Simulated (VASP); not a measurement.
## SiC: single point with PBE

The system is SiC.

```
C Si
1.0
     1.26693    0.73146    7.17825
    -1.26693    0.73146    7.17825
     0.00000   -1.46293    7.17825
C Si
2 2
Direct
  0.17672 0.17672 0.17672
  0.82328 0.82328 0.82328
  0.72860 0.72860 0.72860
  0.27140 0.27140 0.27140
```

```
Program                : VASP 6.6.1
Task                   : single point
Functional             : PBE
Potentials or basis    : VASP PAW PBE potentials, release 64 (C, Si)
Cutoff                 : 600 eV
k mesh                 : 8 × 8 × 8
Occupations            : fermi-dirac, width 0.02 eV
Spin                   : no spin polarisation
Dipole correction      : no
Further INCAR settings : ALGO = Normal; EDIFF = 1e-06; NBANDS = 16
```

```
Pressure               : 3.3 GPa
Largest force          : 0.279 eV/Å
Band gap on the k mesh : zero (bands 8 and 9 overlap by 6.50 eV)
```

Forces in eV/Å, atoms in the order of the input:
```
C    0.000  0.000 -0.258
C    0.000  0.000  0.258
Si   0.000  0.000 -0.279
Si   0.000  0.000  0.279
```

Stress tensor (GPa, compression positive):
```
 5.55  0.00  0.00
 0.00  5.55  0.00
 0.00  0.00 -1.32
```

Levels at points of the mesh, in eV from the Fermi level:
```csv
k point,band 6,band 7,band 8,band 9,band 10,band 11
"(0.00, 0.00, 0.00)",-2.16,-2.16,4.62,5.40,6.85,6.85
"(0.50, 0.00, 0.00)",-5.37,-5.35,-2.36,0.11,2.71,3.96
"(0.50, 0.50, 0.00)",-5.37,-4.35,-2.37,-1.88,4.58,5.41
"(0.50, 0.50, 0.50)",-2.16,-0.60,-0.51,6.85,6.85,8.44
```

Wall time 6.2 min on 1 thread of Intel(R) Xeon(R) Platinum 8488C (Sapphire Rapids), with other jobs on the host, peak memory 0.45 GiB.

Caveat: the cell stands under pressure.
